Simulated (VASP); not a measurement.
The system is MoSe2.

```xyz
6
Lattice="3.6757 0.0000 0.0000 -1.8378 3.1832 0.0000 0.0000 0.0000 13.1177" Properties=species:S:1:pos:R:3 pbc="T T T"
Mo    0.0000    2.1222    3.2794
Mo    1.8378    1.0611    9.8383
Se    1.8378    1.0611    5.0739
Se    1.8378    1.0611    1.4850
Se    0.0000    2.1222   11.6327
Se    0.0000    2.1222    8.0439
```

```yaml
Program: VASP 6.6.1
Task: relaxation of cell and atoms
Functional: PBE
Dispersion: D3(BJ)
Potentials_or_basis: VASP PAW PBE potentials, release 64 (Mo_sv, Se)
Cutoff: 500 eV
k_mesh: 12 × 12 × 2
Occupations: fermi-dirac, width 0.02 eV
Spin: no spin polarisation
```

At the start: pressure -20.4 GPa; volume 25.58 Å³/atom.

Question: How do energy, volume and symmetry change on relaxing?

Answer: Over 17 steps the energy falls by 486.3 meV/atom and the volume is 19.76 Å³/atom (-22.7 %); space group P6_3/mmc (No. 194, to 0.1 Å) before and after.

Step by step:
```
step  energy change (eV)  largest force (eV/Å)  pressure (GPa)  volume (Å³)
   1              0.0000                2.5238          -20.39       153.49
   2              2.8989                8.2532           70.94        91.93
   3             -2.6707                0.0144           -3.99       122.30
   4             -2.7049                0.3077           -1.80       120.34
   5             -2.7099                0.4738           -0.54       119.30
   6             -2.9050                0.0482            0.49       116.12
   7             -2.9057                0.0805            0.59       115.90
   8             -2.9085                0.1833           -0.45       116.99
   9             -2.9085                0.1782           -0.40       116.93
  10             -2.9109                0.1473           -0.34       117.15
  11             -2.9151                0.0739           -0.19       117.67
  12             -2.9169                0.0722            0.15       118.71
  13             -2.9172                0.0335            0.05       118.43
  14             -2.9177                0.0021           -0.11       118.65
  15             -2.9178                0.0093           -0.15       118.69
  16             -2.9178                0.0112            0.07       118.53
  17             -2.9178                0.0047            0.00       118.58
```

Final structure:
```yaml
crystal:
  lattice:
    - [3.27865, 0.00000, 0.00000]
    - [-1.63933, 2.83940, 0.00000]
    - [0.00000, 0.00000, 12.73777]
  atoms:
    - { symbol: Mo, position: [0.33333, 0.66667, 0.25000] }
    - { symbol: Mo, position: [0.66667, 0.33333, 0.75000] }
    - { symbol: Se, position: [0.66667, 0.33333, 0.38153] }
    - { symbol: Se, position: [0.66667, 0.33333, 0.11847] }
    - { symbol: Se, position: [0.33333, 0.66667, 0.88153] }
    - { symbol: Se, position: [0.33333, 0.66667, 0.61847] }
```

Caveat: the volume moved by over 15 % at a fixed basis, so the end points are rough.
